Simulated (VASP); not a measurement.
A run of VASP 6.6.1:

INCAR

```
SYSTEM = Na
PREC     = Accurate       ! precision mode
ENCUT    = 520            ! plane-wave cutoff, eV
EDIFF    = 1E-6           ! SCF threshold, eV
ISMEAR   = 0              ! smearing method
SIGMA    = 0.15           ! smearing width, eV
LREAL    = .FALSE.        ! projectors in reciprocal space
LASPH    = .TRUE.         ! aspherical terms in the spheres
NELM     = 60             ! most SCF steps
ALGO     = Fast           ! electronic algorithm
ISIF     = 2              ! what is computed and relaxed
LWAVE    = .FALSE.        ! write WAVECAR
LCHARG   = .TRUE.         ! write CHGCAR
GGA      = PE             ! functional
LELF     = .TRUE.         ! ELF
LVHAR    = .TRUE.       
NBANDS   = 10             ! bands
```

Contents of KPOINTS:

```
regular mesh
0
G
  16 16 16
  0 0 0
```

Contents of POSCAR:

```
Na
1.0
   -2.0857375000      2.0857375000      2.1810250000
    2.0857375000     -2.0857375000      2.1810250000
    2.0857375000      2.0857375000     -2.1810250000
Na
1
Direct
    0.0000000000      0.0000000000      0.0000000000
```

Potentials or basis: VASP PAW PBE potentials, release 64 (Na_pv).

Run with:

```console
$ cat potpaw_PBE.64/Na_pv/POTCAR > POTCAR
$ mpirun -np 1 vasp_std > vasp.out
```

Hardware: 1 thread of Intel(R) Xeon(R) Platinum 8375C CPU @ 2.90GHz (Ice Lake), on a shared host.

Task: How long does it take, and how much memory?

Result: Run time: 110 s on 1 thread of Intel(R) Xeon(R) Platinum 8375C CPU @ 2.90GHz (Ice Lake), with other jobs on the host, peak memory 0.22 GiB. Counts: scf iterations 10, k points 349.
